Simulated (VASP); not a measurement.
# MgO2 (R-3m) in VASP: notebook, part 2 of 2

VASP 6.6.1. The steps go on from the part before.

## 3. Single point, PBEsol (9.71 Å³/atom)

This run uses another cell than the first one, of 9.71 Å³/atom.

The input, INCAR:

```
SYSTEM = MgO2
  PREC = Accurate
  ENCUT = 520
  EDIFF = 1E-6
  ISMEAR = 0
  SIGMA = 0.02
  LREAL = .FALSE.
  LASPH = .TRUE.
  NELM = 80
  ALGO = Normal
  ISIF = 2
  LWAVE = .FALSE.
  LCHARG = .FALSE.
  GGA = PS
  NBANDS = 14
```

The input, KPOINTS:

```
Automatic mesh
0
G
  12 12 12
  0 0 0
```

The input, POSCAR:

```
MgO2
1.0
    1.5645289503      0.9032812106      3.4368771738
   -1.5645289503      0.9032812106      3.4368771738
    0.0000000000     -1.8065624212      3.4368771738
Mg O
1 2
Direct
    0.0000000000      0.0000000000      0.0000000000
    0.4291373465      0.4291373465      0.4291373465
    0.5708626535      0.5708626535      0.5708626535
```

Potentials or basis: VASP PAW PBE potentials, release 64 (Mg, O).

The run is started by

```sh
cat potpaw_PBE.64/Mg/POTCAR potpaw_PBE.64/O/POTCAR > POTCAR
mpirun -np 1 vasp_std > vasp.out
```

OUTCAR:

```text
SYSTEM = MgO2
   PREC = Accurate
   ENCUT = 520
   EDIFF = 1E-6
   ISMEAR = 0
   LREAL = .FALSE.
   LASPH = .TRUE.
   NELM = 80
   ISIF = 2
   GGA = PS

 ion  position               nearest neighbor table
   1  0.000  0.000  0.000-   3 2.06   2 2.06   3 2.06   3 2.06   2 2.06   2 2.06
   2  0.429  0.429  0.429-   3 1.46   1 2.06   1 2.06   1 2.06
   3  0.571  0.571  0.571-   2 1.46   1 2.06   1 2.06   1 2.06

  LATTYP: Found a trigonal (rhomboedric) cell.
 ALAT       =     3.8827557855
 COS(alpha) =     0.6752740079

  Lattice vectors:

[... 600 lines left out ...]
  FORCE on cell =-STRESS in cart. coord.  units (eV):
  Direction    XX          YY          ZZ          XY          YZ          ZX
  --------------------------------------------------------------------------------------
  -------------------------------------------------------------------------------------
  Total        0.6292734      0.6292734      0.9693877      0.0000000      0.0000000      0.0000000
  in kB       34.5961761     34.5961761     53.2949744      0.0000000      0.0000000      0.0000000
  external PRESSURE =      40.8291089 kB  Pullay stress =       0.0000000 kB

 VOLUME and BASIS-vectors are now :
 -----------------------------------------------------------------------------
  energy-cutoff  :      520.00
  volume of cell :       29.14
      direct lattice vectors                 reciprocal lattice vectors
     1.564528950  0.903281211  3.436877174     0.319585010  0.184512491  0.096987270
    -1.564528950  0.903281211  3.436877174    -0.319585010  0.184512491  0.096987270
     0.000000000 -1.806562421  3.436877174     0.000000000 -0.369024983  0.096987270

 POSITION                                       TOTAL-FORCE (eV/Angst)
 -----------------------------------------------------------------------------------
      0.00000      0.00000      0.00000         0.000000      0.000000      0.000000
      0.00000      0.00000      4.42468         0.000000     -0.000000     -0.210883
      0.00000      0.00000      5.88595         0.000000      0.000000      0.210883
 -----------------------------------------------------------------------------------
    total drift:                                0.000000     -0.000000      0.000000

  FREE ENERGIE OF THE ION-ELECTRON SYSTEM (eV)
  ---------------------------------------------------
  free  energy   TOTEN  =       -17.2114789431 eV

  energy  without entropy=      -17.2114789431  energy(sigma->0) =      -17.21147894
```

OSZICAR:

```text
N       E                     dE             d eps       ncg     rms          rms(c)
DAV:   1     0.443741293458E+02    0.44374E+02   -0.77138E+03  5900   0.920E+02
DAV:   2    -0.164358552917E+02   -0.60810E+02   -0.56660E+02  6860   0.197E+02
DAV:   3    -0.185263479101E+02   -0.20905E+01   -0.20854E+01  6174   0.346E+01
DAV:   4    -0.185339809447E+02   -0.76330E-02   -0.76328E-02  6360   0.238E+00
DAV:   5    -0.185340180403E+02   -0.37096E-04   -0.37095E-04  6216   0.155E-01    0.816E+00
DAV:   6    -0.173528224333E+02    0.11812E+01   -0.16894E+00  5586   0.111E+01    0.358E+00
DAV:   7    -0.172211627697E+02    0.13166E+00   -0.21010E-01  5928   0.398E+00    0.162E+00
DAV:   8    -0.172108735095E+02    0.10289E-01   -0.51968E-02  5508   0.213E+00    0.244E-01
DAV:   9    -0.172114185163E+02   -0.54501E-03   -0.99516E-03  5796   0.735E-01    0.964E-02
DAV:  10    -0.172114404065E+02   -0.21890E-04   -0.45820E-04  5946   0.203E-01    0.339E-02
DAV:  11    -0.172114768595E+02   -0.36453E-04   -0.54510E-05  5652   0.614E-02    0.958E-03
DAV:  12    -0.172114787610E+02   -0.19016E-05   -0.52049E-06  6360   0.184E-02    0.230E-03
DAV:  13    -0.172114789431E+02   -0.18207E-06   -0.24349E-07  4010   0.464E-03
   1 F= -.17211479E+02 E0= -.17211479E+02  d E =-.342782E-40
```

stdout:

```text
POSCAR found type information on POSCAR MgO
 POSCAR found :  2 types and       3 ions
 scaLAPACK will be used
 -----------------------------------------------------------------------------
|                                                                             |
|                                                                             |
|     You enforced a specific xc type in the INCAR file but a different       |
|     I HOPE YOU KNOW WHAT YOU ARE DOING!                                     |
|                                                                             |
 -----------------------------------------------------------------------------

 LDA part: xc-table for (Slater+PW92), standard interpolation
 POSCAR, INCAR and KPOINTS ok, starting setup
 FFT: planning ... GRIDC
 FFT: planning ... GRID_SOFT
 FFT: planning ... GRID
 WAVECAR not read
 entering main loop
```

Wall time 87 s (1 thread of Intel Xeon Platinum 8259CL at 2.50GHz (Skylake/Cascade Lake), shared host); peak memory 0.22 GiB.

Results:

* Free energy: -17.2115 eV
* Pressure: 4.1 GPa
* Largest force: 0.211 eV/Å
* Band gap on the k mesh: 2.54 eV

Forces in eV/Å, atoms in the order of the input:
```
Mg   0.000  0.000  0.000
O    0.000  0.000 -0.211
O    0.000  0.000  0.211
```

Stress tensor (GPa, compression positive):
```
3.46 0.00 0.00
0.00 3.46 0.00
0.00 0.00 5.33
```

Levels at points of the mesh, in eV from the valence-band top:
```
           k point  band 5  band 6  band 7  band 8  band 9  band 10
(0.00, 0.00, 0.00)   -3.58   -0.89   -0.89    4.77    5.12    12.47
(0.50, 0.00, 0.00)   -3.97   -1.35   -1.26    4.41    8.75    10.75
(0.50, 0.50, 0.00)   -4.65   -2.33   -0.18    3.77    7.83    11.38
(0.50, 0.50, 0.50)   -4.14    0.00    0.00    2.54    4.94     9.92
```

Caveat: the cell stands under pressure; the PAW data sets were made with another functional, which shifts forces and pressure a little. A k mesh can miss the band edges.
